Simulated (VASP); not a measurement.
## FeSi16 (a cell with a defect): single point with PBE

The system is FeSi16 (a cell with a defect).

```
CELL_PARAMETERS angstrom
0.00000 5.47009 -5.47009
5.47009 5.47009 0.00000
5.47009 0.00000 -5.47009
ATOMIC_POSITIONS crystal
Si 0.12892 0.13237 0.11977
Si 0.13050 0.61908 0.12174
Si 0.61611 0.13486 0.11983
Si 0.63200 0.63630 0.10311
Si 0.11473 0.12542 0.63618
Si 0.12459 0.62656 0.62574
Si 0.61660 0.13493 0.62417
Si 0.61672 0.62824 0.62586
Si 0.25911 0.74277 0.25619
Si 0.24262 0.24583 0.26437
Si 0.74058 0.74577 0.25636
Si 0.73915 0.26332 0.25446
Si 0.24479 0.75265 0.75176
Si 0.24468 0.25460 0.74993
Si 0.75155 0.76185 0.73058
Si 0.74212 0.25625 0.74964
Fe 0.93314 0.93630 0.19737
```

* Program: VASP 6.6.1
* Task: single point
* Functional: PBE
* Potentials or basis: VASP PAW PBE potentials, release 64 (Si, Fe)
* Cutoff: 520 eV
* k mesh: 2 × 2 × 2
* Occupations: gaussian, width 0.02 eV
* Spin: collinear spin, ferromagnetic start
* Starting moments: [0.0, 0.0, 0.0, 0.0, 0.0, 0.0, 0.0, 0.0, 0.0, 0.0, 0.0, 0.0, 0.0, 0.0, 0.0, 0.0, 2.37] μB
* Dipole correction: no
* Charge: 1
* Further INCAR settings: LREAL = Auto; ALGO = Normal; EDIFF = 1e-06; NBANDS = 54; NELECT = 71.0

| Quantity | Value |
| --- | --- |
| Largest force | 0.087 eV/Å |
| Net moment | 2.25 μB per cell |
| Site moments | Si +0.01, +0.02, +0.00, -0.00 (each value once); Fe +1.88 μB |
| Valence electrons inside the program's atomic spheres | Si 1.66, 1.68, 1.67 (each value once); Fe 7.42 |

Forces on the atoms (eV/Å):
```
Si   0.020  0.018  0.002
Si  -0.008 -0.012  0.004
Si   0.021 -0.018  0.024
Si   0.013 -0.012  0.001
Si   0.012 -0.016 -0.033
Si  -0.004  0.005  0.009
Si  -0.016  0.003 -0.016
Si  -0.006  0.014 -0.016
Si  -0.009  0.006  0.007
Si   0.017 -0.017 -0.005
Si  -0.009 -0.007  0.006
Si   0.008  0.002  0.004
Si  -0.022 -0.005 -0.015
Si   0.008  0.017 -0.017
Si   0.003 -0.008 -0.016
Si   0.010 -0.011 -0.006
Fe  -0.038  0.041  0.067
```

Levels at points of the mesh, in eV from the Fermi level:
Spin up:
| k point | band 34 | band 35 | band 36 | band 37 | band 38 | band 39 | band 40 | band 41 |
| --- | --- | --- | --- | --- | --- | --- | --- | --- |
| (0.00, 0.00, 0.00) | -0.93 | -0.25 | 0.05 | 0.14 | 0.22 | 0.28 | 0.58 | 0.59 |
| (0.50, 0.00, 0.00) | -1.00 | -0.94 | -0.64 | -0.21 | 0.84 | 1.21 | 1.32 | 1.38 |
| (0.00, 0.50, 0.00) | -1.01 | -0.94 | -0.65 | -0.20 | 0.84 | 1.21 | 1.32 | 1.38 |
| (0.00, 0.00, 0.50) | -0.92 | -0.91 | -0.05 | 0.05 | 0.98 | 1.20 | 1.50 | 1.51 |
| (0.50, 0.50, 0.50) | -1.01 | -0.93 | -0.65 | -0.17 | 0.85 | 1.22 | 1.33 | 1.39 |
| (0.50, 0.50, 0.00) | -1.38 | -1.23 | -0.83 | -0.44 | 0.84 | 1.06 | 2.03 | 2.16 |
| (0.00, 0.50, 0.50) | -1.39 | -1.20 | -0.82 | -0.48 | 0.84 | 1.07 | 2.04 | 2.16 |
| (0.50, 0.00, 0.50) | -1.39 | -1.20 | -0.82 | -0.49 | 0.84 | 1.07 | 2.04 | 2.16 |
Spin down:
| k point | band 32 | band 33 | band 34 | band 35 | band 36 | band 37 |
| --- | --- | --- | --- | --- | --- | --- |
| (0.00, 0.00, 0.00) | -0.55 | -0.54 | -0.45 | 0.13 | 0.27 | 0.31 |
| (0.50, 0.00, 0.00) | -0.94 | -0.92 | -0.28 | -0.07 | 0.70 | 0.71 |
| (0.00, 0.50, 0.00) | -0.95 | -0.93 | -0.28 | -0.08 | 0.70 | 0.72 |
| (0.00, 0.00, 0.50) | -0.91 | -0.22 | -0.21 | 0.34 | 0.40 | 0.45 |
| (0.50, 0.50, 0.50) | -0.95 | -0.92 | -0.28 | -0.07 | 0.69 | 0.74 |
| (0.50, 0.50, 0.00) | -1.43 | -0.51 | -0.48 | 0.07 | 0.48 | 0.52 |
| (0.00, 0.50, 0.50) | -1.42 | -0.51 | -0.48 | 0.08 | 0.46 | 0.52 |
| (0.50, 0.00, 0.50) | -1.42 | -0.51 | -0.48 | 0.08 | 0.45 | 0.53 |

Run time: 22 min on 1 thread of Oxide Virtual Turin-like Processor, with other jobs on the host, peak memory 0.69 GiB.

Caveat: the k points lie up to 0.50 Å⁻¹ apart; the cell carries a net charge on a neutralising background, which shifts energy and pressure; the cell is charged against a uniform background, so pressure and absolute levels hang on convention.
